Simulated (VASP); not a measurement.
# C (Fd-3m) in VASP: single point with r2SCAN

Aim: the single point of C with r2SCAN.

Program: VASP 6.6.1. These are calculated values, not measurements. Logs are shortened: lines on timing, memory, paths and dates and some standing lists are left out, and cuts for length are marked.

## 1. The cell of the first run

Symmetry: Fd-3m, No. 227, cubic system. The conventional cell has a = 3.560 Å, b = 3.560 Å, c = 3.560 Å, α = 90.00°, β = 90.00°, γ = 90.00°. Within 2.1 Å of C (site symmetry -43m) lie 4 C at 1.54 Å.

## 2. Single point, r2SCAN

Input file POSCAR:

```
C
1.0
    0.0000000000      1.7801417206      1.7801417206
    1.7801417206      0.0000000000      1.7801417206
    1.7801417206      1.7801417206      0.0000000000
C
2
Direct
    0.5000000000      0.5000000000      0.5000000000
    0.7500000000      0.7500000000      0.7500000000
```

Input file INCAR.step1:

```
SYSTEM = C
PREC = Accurate
ENCUT = 660
ISMEAR = 0
SIGMA = 0.02
LREAL = .False.
LASPH = .True.
NELM = 120
NBANDS = 11
GGA = PE
ALGO = Normal
EDIFF = 1E-5
LWAVE = .True.
LCHARG = .False.
GGA_COMPAT = .False.
```

Input file INCAR.step2:

```
SYSTEM = C
PREC = Accurate
ENCUT = 660
EDIFF = 1E-6
ISMEAR = 0
SIGMA = 0.02
LREAL = .False.
LASPH = .True.
NELM = 120
ALGO = Normal
ISIF = 2
LWAVE = .False.
LCHARG = .False.
METAGGA = R2SCAN
LMIXTAU = .True.
NBANDS = 11
ISTART = 1
GGA_COMPAT = .False.
```

Input file KPOINTS:

```
Automatic mesh
0
Gamma
  12 12 12
  0 0 0
```

Potentials or basis: VASP PAW PBE potentials, release 64 (C).

Launch:

```
$ cat potpaw_PBE.64/C/POTCAR > POTCAR
$ cp INCAR.step1 INCAR
$ mpirun -np 1 vasp_std > vasp.out
$ cp INCAR.step2 INCAR
$ mpirun -np 1 vasp_std > vasp.out
```

OUTCAR:

```text
SYSTEM = C
   PREC = Accurate
   ENCUT = 660
   EDIFF = 1E-6
   ISMEAR = 0
   LREAL = .False.
   LASPH = .True.
   NELM = 120
   ISIF = 2
   METAGGA = R2SCAN
   ISTART = 1

 ion  position               nearest neighbor table
   1  0.500  0.500  0.500-   2 1.54   2 1.54   2 1.54   2 1.54
   2  0.750  0.750  0.750-   1 1.54   1 1.54   1 1.54   1 1.54

  LATTYP: Found a face centered cubic cell.
 ALAT       =     3.5602834412

  Lattice vectors:

 A1 = (   0.0000000000,   1.7801417206,   1.7801417206)
 A2 = (   1.7801417206,   0.0000000000,   1.7801417206)
 A3 = (   1.7801417206,   1.7801417206,   0.0000000000)

Analysis of symmetry for initial positions (statically):
=====================================================================
 Subroutine PRICEL returns:
 Original cell was already a primitive cell.

 Routine SETGRP: Setting up the symmetry group for a
 face centered cubic supercell.

 Subroutine GETGRP returns: Found 48 space group operations
 (whereof 24 operations were pure point group operations)
 out of a pool of 48 trial point group operations.

The static configuration has the point symmetry T_d .
 The point group associated with its full space group is O_h .

Analysis of symmetry for dynamics (positions and initial velocities):
=====================================================================
 Subroutine PRICEL returns:
 Original cell was already a primitive cell.

 Routine SETGRP: Setting up the symmetry group for a
 face centered cubic supercell.

 Subroutine GETGRP returns: Found 48 space group operations
 (whereof 24 operations were pure point group operations)
 out of a pool of 48 trial point group operations.

The dynamic configuration has the point symmetry T_d .
 The point group associated with its full space group is O_h .

 Subroutine INISYM returns: Found 48 space group operations
 (whereof 24 operations are pure point group operations),
 and found     1 'primitive' translations

----------------------------------------------------------------------------------------

                                     Primitive cell

  volume of cell :      11.2822

  direct lattice vectors                    reciprocal lattice vectors
     0.000000000  1.780141721  1.780141721    -0.280876513  0.280876513  0.280876513
     1.780141721  0.000000000  1.780141721     0.280876513 -0.280876513  0.280876513
     1.780141721  1.780141721  0.000000000     0.280876513  0.280876513 -0.280876513

  length of vectors
     2.517500564  2.517500564  2.517500564     0.486492392  0.486492392  0.486492392

  position of ions in fractional coordinates (direct lattice)
     0.500000000  0.500000000  0.500000000
     0.750000000  0.750000000  0.750000000

  ion indices of the primitive-cell ions
   primitive index   ion index
                 1           1
                 2           2

----------------------------------------------------------------------------------------

 KPOINTS: Automatic mesh

Automatic generation of k-mesh.
 Grid dimensions read from file:
 generate k-points for:   12   12   12

 Generating k-lattice:

  Cartesian coordinates                     Fractional coordinates (reciprocal lattice)
    -0.023406376  0.023406376  0.023406376     0.083333333  0.000000000  0.000000000
     0.023406376 -0.023406376  0.023406376     0.000000000  0.083333333  0.000000000
     0.023406376  0.023406376 -0.023406376     0.000000000  0.000000000  0.083333333

  Length of vectors
     0.040541033  0.040541033  0.040541033

  Shift w.r.t. Gamma in fractional coordinates (k-lattice)
     0.000000000  0.000000000  0.000000000

 Subroutine IBZKPT returns following result:
 ===========================================

 Found     72 irreducible k-points:

 Following reciprocal coordinates:
            Coordinates               Weight
  0.000000  0.000000  0.000000      1.000000
  0.083333  0.000000  0.000000      8.000000
  0.166667  0.000000  0.000000      8.000000
  0.250000  0.000000  0.000000      8.000000
  0.333333  0.000000  0.000000      8.000000
  0.416667  0.000000  0.000000      8.000000
[... 16 lines left out ...]
  0.500000  0.166667  0.000000     24.000000
 -0.416667  0.166667  0.000000     24.000000
 [... further k-points ...]
   k-points           NKPTS =     72   k-points in BZ     NKDIM =     72   number of bands    NBANDS=     11
   number of dos      NEDOS =    301   number of ions     NIONS =      2
   total plane-waves  NPLWV =  13824
   dimension x,y,z NGX =    24 NGY =   24 NGZ =   24
   dimension x,y,z NGXF=    48 NGYF=   48 NGZF=   48
   ions per type =               2
   NGX,Y,Z   is equivalent  to a cutoff of  15.85, 15.85, 15.85 a.u.
   NGXF,Y,Z  is equivalent  to a cutoff of  31.70, 31.70, 31.70 a.u.
 SYSTEM =  C
   PREC   = accura    normal or accurate (medium, high low for compatibility)
   ISTART =      1    job   : 0-new  1-cont  2-samecut
   ICHARG =      0    charge: 1-file 2-atom 10-const
   ISPIN  =      1    spin polarized calculation?
   LNONCOLLINEAR =      F non collinear calculations
   LSORBIT =      F    spin-orbit coupling
   LASPH  =      T    aspherical Exc in radial PAW
   ENCUT  =  660.0 eV  48.51 Ry    6.96 a.u.   5.27  5.27  5.27*2*pi/ulx,y,z
   NELM   =    120;   NELMIN=  2; NELMDL=  0     # of ELM steps
   EDIFF  = 0.1E-05   stopping-criterion for ELM
   LREAL  =      F    real-space projection
   EDIFFG = 0.1E-04   stopping-criterion for IOM
   NSW    =      0    number of steps for IOM
   IBRION =     -1    ionic relax: 0-MD 1-quasi-New 2-CG
   NFREE  =      0    steps in history (QN), initial steepest desc. (CG)
   ISIF   =      2    stress and relaxation
   ISYM   =      2    0-nonsym 1-usesym 2-fastsym
   POTIM  = 0.5000    time-step for ionic-motion
   TEBEG  =    0.0;   TEEND  =   0.0 temperature during run
   PSTRESS=    0.0 pullay stress
   NELECT =       8.0000    total number of electrons
   NUPDOWN=      -1.0000    fix difference up-down
   EMIN   =  10.00;   EMAX   =-10.00  energy-range for DOS
   EFERMI =   0.00;   METHOD = LEGACY
   ISMEAR =     0;   SIGMA  =   0.02  broadening in eV -4-tet -1-fermi 0-gaus
   EFERMI_NEDOS =   21; number of points for ismear=-14 and -15
   IALGO  =     38    algorithm
   IMIX   =      4    mixing-type and parameters
     AMIX     =   0.40;   BMIX     =  1.00
     AMIX_MAG =   1.60;   BMIX_MAG =  1.00
  volume/ion in A,a.u.               =       5.64        38.07
  Fermi-wavevector in a.u.,A,eV,Ry     =   1.459846  2.758708 28.996044  2.131149
  Thomas-Fermi vector in A             =   2.576365
   LORBIT       =      0    0 simple, 1 ext, 2 COOP (PROOUT), +10 PAW based schemes
   METAGGA = R2SCAN    functional components
   LHFCALC =     F    Hartree Fock is set to
   AEXX    =    0.0000 exact exchange contribution
   IVDW    =     0    specifies the selected vdW correction
   LEPSILON=     F    determine dielectric tensor
   LRPA    =     F    only Hartree local field effects (RPA)
 non-spin polarized calculation
 Gauss-broadening in eV      SIGMA  =   0.02
  energy-cutoff  :      660.00
  volume of cell :       11.28
 maximum number of plane-waves:       448
 NGX is ok and might be reduce to    24
   NGX = 11   NGY = 11   NGZ = 11

 number of electron       8.0000000 magnetization

 Free energy of the ion-electron system (eV)
  ---------------------------------------------------
  ext. energy  EPLUGINS =         0.00000000
  ---------------------------------------------------
  free energy    TOTEN  =       -19.66915700 eV

  energy without entropy =      -19.66915700  energy(sigma->0) =      -19.66915700

 E-fermi :   9.9603     XC(G=0): -14.2867

 val. band max:        9.7889099166   @ k =   0.0000   0.0000   0.0000
 cond. band min:      14.1455599918   @ k =   0.3333   0.3333   0.0000
 fundamental gap:      4.3566500751
 Fermi energy:         9.9603211279

 k-point     1 :       0.0000    0.0000    0.0000
  band No.  band energies     occupation
      1     -12.9800      2.00000
      2       9.7889      2.00000
      3       9.7889      2.00000
      4       9.7889      2.00000
      5      15.6399      0.00000
      6      15.6399      0.00000
      7      15.6399      0.00000
      8      23.7363      0.00000
      9      30.2623      0.00000
     10      37.2389      0.00000
     11      37.2389      0.00000

 k-point     2 :       0.0833    0.0000    0.0000
  band No.  band energies     occupation
      1     -12.7787      2.00000
      2       8.4665      2.00000
      3       9.4418      2.00000
      4       9.4418      2.00000
      5      16.0948      0.00000
      6      16.0948      0.00000
      7      16.4141      0.00000
      8      23.9360      0.00000
      9      30.6067      0.00000
     10      35.1798      0.00000
     11      35.1798      0.00000

 k-point     3 :       0.1667    0.0000    0.0000
  band No.  band energies     occupation
      1     -12.1767      2.00000
      2       5.7638      2.00000
      3       8.6912      2.00000
      4       8.6912      2.00000
      5      17.0800      0.00000
      6      17.0800      0.00000
      7      17.5641      0.00000
      8      24.5106      0.00000
      9      31.3252      0.00000
     10      33.5340      0.00000
     11      33.5340      0.00000

 k-point     4 :       0.2500    0.0000    0.0000
  band No.  band energies     occupation
      1     -11.1838      2.00000
      2       2.7571      2.00000
      3       7.9198      2.00000
      4       7.9198      2.00000
      5      17.9933      0.00000
      6      17.9933      0.00000
      7      18.3250      0.00000
      8      25.3087      0.00000
      9      31.7619      0.00000
     10      33.1286      0.00000
     11      33.1286      0.00000

 k-point     5 :       0.3333    0.0000    0.0000
  band No.  band energies     occupation
      1      -9.8244      2.00000
      2      -0.1752      2.00000
      3       7.3087      2.00000
      4       7.3087      2.00000
      5      18.5055      0.00000
      6      18.5055      0.00000
      7      18.7351      0.00000
      8      26.0316      0.00000
      9      32.0004      0.00000
     10      34.0566      0.00000
     11      34.0566      0.00000
[... 211 lines left out ...]
 k-point    21 :       0.3333    0.1667    0.0000
  band No.  band energies     occupation
      1     -10.0693      2.00000
      2       2.0780      2.00000
      3       5.7011      2.00000
      4       6.1124      2.00000
      5      16.1073      0.00000
      6      21.1662      0.00000
      7      21.2920      0.00000
      8      22.2249      0.00000
      9      31.8430      0.00000
     10      32.8466      0.00000
     11      37.9928      0.00000

 k-point    22 :       0.4167    0.1667    0.0000
  band No.  band energies     occupation
      1      -8.6149      2.00000
      2      -0.6098      2.00000
      3       5.2184      2.00000
      4       5.4692      2.00000
      5      16.8083      0.00000
      6      21.4199      0.00000
      7      21.4918      0.00000
      8      23.2234      0.00000
      9      32.1751      0.00000
     10      33.5715      0.00000
     11      38.5088      0.00000

 k-point    23 :       0.5000    0.1667    0.0000
  band No.  band energies     occupation
      1      -6.9844      2.00000
      2      -2.9390      2.00000
      3       4.4603      2.00000
      4       5.5612      2.00000
      5      17.2549      0.00000
      6      21.1174      0.00000
      7      21.5993      0.00000
      8      24.9683      0.00000
      9      31.1738      0.00000
     10      35.0791      0.00000
     11      37.7150      0.00000

 k-point    24 :      -0.4167    0.1667    0.0000
  band No.  band energies     occupation
      1      -6.5555      2.00000
      2      -3.4592      2.00000
      3       3.9479      2.00000
      4       5.9618      2.00000
      5      17.7173      0.00000
      6      20.5883      0.00000
      7      21.5761      0.00000
      8      26.2405      0.00000
      9      30.4118      0.00000
     10      35.1220      0.00000
     11      35.8896      0.00000

 [... further k-points ...]
[... 5 lines left out ...]
  --------------------------------------------------------------------------------------
  -------------------------------------------------------------------------------------
  Total        0.0095519      0.0095519      0.0095519      0.0000000      0.0000000      0.0000000
  in kB        1.3564648      1.3564648      1.3564648      0.0000000      0.0000000      0.0000000
  external PRESSURE =       1.3564648 kB  Pullay stress =       0.0000000 kB

 VOLUME and BASIS-vectors are now :
 -----------------------------------------------------------------------------
  energy-cutoff  :      660.00
  volume of cell :       11.28
      direct lattice vectors                 reciprocal lattice vectors
     0.000000000  1.780141721  1.780141721    -0.280876513  0.280876513  0.280876513
     1.780141721  0.000000000  1.780141721     0.280876513 -0.280876513  0.280876513
     1.780141721  1.780141721  0.000000000     0.280876513  0.280876513 -0.280876513

 POSITION                                       TOTAL-FORCE (eV/Angst)
 -----------------------------------------------------------------------------------
      1.78014      1.78014      1.78014        -0.000000     -0.000000     -0.000000
      2.67021      2.67021      2.67021         0.000000      0.000000      0.000000
 -----------------------------------------------------------------------------------
    total drift:                                0.000000      0.000000      0.000000

  FREE ENERGIE OF THE ION-ELECTRON SYSTEM (eV)
  ---------------------------------------------------
  free  energy   TOTEN  =       -19.6691569976 eV

  energy  without entropy=      -19.6691569976  energy(sigma->0) =      -19.66915700
```

It took 30 s on 1 thread of Intel Xeon Platinum 8259CL at 2.50GHz (Skylake/Cascade Lake), shared host; peak memory 0.14 GiB.

What came out:

- Free energy: -19.6692 eV
- Pressure: 0.1 GPa
- Band gap on the k mesh: 4.36 eV, indirect (least direct gap 5.85 eV)

Levels at points of the mesh, in eV from the valence-band top:
| k point | band 2 | band 3 | band 4 | band 5 | band 6 | band 7 |
| --- | --- | --- | --- | --- | --- | --- |
| (0.00, 0.00, 0.00) | 0.00 | 0.00 | 0.00 | 5.85 | 5.85 | 5.85 |
| (0.50, 0.00, 0.00) | -14.11 | -2.99 | -2.99 | 8.90 | 8.90 | 9.20 |
| (0.50, 0.50, 0.00) | -13.63 | -6.69 | -6.69 | 5.01 | 5.01 | 17.96 |

Caveat: the PAW data sets were made with another functional, which shifts forces and pressure a little. A k mesh can miss the band edges.
